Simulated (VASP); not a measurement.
# Be: single point with PBEsol

System: Be, a slab with vacuum.

```
Be
1.0
     4.58000    0.00000    0.00000
     3.43500    5.94960    0.00000
     0.00000    0.00000   15.58843
Be
19
Direct
  0.00000 0.00000 0.06415
  0.50000 0.00000 0.06415
  0.00000 0.33333 0.06415
  0.50000 0.33333 0.06415
  0.00000 0.66667 0.06415
  0.50000 0.66667 0.06415
  0.83236 0.22388 0.18323
  0.33622 0.22149 0.18299
  0.84670 0.55100 0.17811
  0.33552 0.55241 0.17726
  0.83290 0.88802 0.18104
  0.32818 0.89343 0.17884
  0.99279 0.00603 0.29691
  0.49868 0.99285 0.30490
  0.00303 0.33252 0.29917
  0.49296 0.34510 0.30304
  0.00297 0.66329 0.29372
  0.52413 0.65672 0.28275
  0.25445 0.74722 0.38654
```

```
Program             : VASP 6.6.1
Task                : single point
Functional          : PBEsol
Potentials or basis : VASP PAW PBE potentials, release 64 (Be)
Cutoff              : 520 eV
k mesh              : 5 × 4 × 1
Occupations         : gaussian, width 0.05 eV
Spin                : no spin polarisation
```

```json
{
 "Largest force": "0.215 eV/Å",
 "Band gap on the k mesh": "zero (bands 19 and 20 overlap by 0.67 eV)"
}
```

Forces in eV/Å, atoms in the order of the input:
```
Be  -0.068  0.108 -0.076
Be   0.076  0.113 -0.006
Be  -0.039 -0.155  0.107
Be   0.055 -0.200 -0.055
Be   0.072  0.023  0.044
Be   0.017  0.036 -0.104
Be  -0.002  0.003  0.004
Be   0.004 -0.007  0.009
Be   0.001  0.001  0.000
Be   0.003  0.000  0.002
Be  -0.004 -0.001  0.000
Be   0.002 -0.004  0.009
Be  -0.011  0.020 -0.004
Be   0.002 -0.002  0.032
Be   0.004 -0.004  0.019
Be  -0.001 -0.001  0.024
Be  -0.004 -0.002  0.000
Be   0.010 -0.018  0.006
Be  -0.119  0.090 -0.012
```

Levels at points of the mesh, in eV from the Fermi level:
```csv
k point,band 15,band 16,band 17,band 18,band 19,band 20,band 21,band 22,band 23,band 24
"(0.00, 0.00, 0.00)",-1.82,-1.58,-1.31,-0.52,-0.25,0.64,0.99,1.55,1.66,2.75
"(0.00, 0.50, 0.00)",-1.86,-1.82,-1.55,-1.29,-0.39,-0.33,0.93,1.49,2.25,2.42
```

Wall time 6.1 min on 1 thread of Intel Xeon 8259CL (shared host), peak memory 0.56 GiB.

Caveat: there is no dipole correction, which matters where the two faces differ; the PAW data sets were made with another functional, which shifts forces and pressure a little.
